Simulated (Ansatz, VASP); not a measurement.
# Two plane-wave programs on Cd

File INCAR:

```
PREC     = Accurate       # precision mode
ENCUT    = 520            # plane-wave cutoff, eV
EDIFF    = 1E-6           # SCF threshold, eV
ISMEAR   = 0              # smearing method
SIGMA    = 0.1            # smearing width, eV
LREAL    = F              # projectors in reciprocal space
LASPH    = T              # aspherical terms in the spheres
NELM     = 80             # most SCF steps
ALGO     = Fast           # electronic algorithm
ISIF     = 2              # what is computed and relaxed
LWAVE    = F              # write WAVECAR
LCHARG   = F              # write CHGCAR
GGA      = PE             # functional
NBANDS   = 25             # bands
```

The input KPOINTS:

```
regular mesh
0
Gamma
  15 15 6
```

Contents of POSCAR:

```
Cd
1.0
    3.3247709869      0.0000000000      0.0000000000
   -1.6623854934      2.8793361364      0.0000000000
    0.0000000000      0.0000000000      6.7928196197
Cd
3
Direct
    0.0000000000      0.0000000000      0.0000000000
    0.6666666667      0.3333333333      0.3333333333
    0.3333333333      0.6666666667      0.6666666667
```

Input for Ansatz:

```yaml
crystal:
  lattice:
    - [3.3247709869, 0.0, 0.0]
    - [-1.6623854934, 2.8793361364, 0.0]
    - [0.0, 0.0, 6.7928196197]
  atoms:
    - { symbol: Cd, position: [0.0, 0.0, 0.0] }
    - { symbol: Cd, position: [0.6666666667, 0.3333333333, 0.3333333333] }
    - { symbol: Cd, position: [0.3333333333, 0.6666666667, 0.6666666667] }
basis:
  ecutwfc: 420
kpoints:
  mp_grid: { grid: [15, 15, 6] }
hamiltonian:
  xc: pbe
scf:
  occupations: { method: gaussian, width: 0.1 }
output:
  forces: true
  stress: true
  eigenvalues: true
```

Change from the starting cell: strain along c alone, the other axes held, atoms relaxed: -6.0 %.

Alike in both runs: task single point; functional PBE; k mesh 15 × 15 × 6; occupations gaussian, width 0.1 eV; no spin polarisation.

|  | VASP | Ansatz |
| --- | --- | --- |
| version | VASP 6.6.1 | Ansatz 0.2.0 |
| potentials or method | VASP PAW PBE potentials, release 64 (Cd), cutoff 520 eV | scalar-relativistic, plane waves, PAW |
| valence electrons in the cell | 36 | 60 |

Ansatz gave:

| Quantity | Value |
| --- | --- |
| gap on the k mesh at the Fermi level (eV) | none |
| pressure (GPa) | 4.2 |
| traceless stress, the component that is largest in VASP (GPa) | 3.37 |

**Question.** Which values does VASP return?

**Answer.** gap on the k mesh at the Fermi level (eV): none; pressure (GPa): 4.5; traceless stress, the component that is largest in VASP (GPa): 3.50.

A gap of «none» marks a metal or a gap that the smearing closes. VASP's potentials hold 36 valence electrons a cell and Ansatz's 60, so a difference there can come from the potentials and not from the codes.
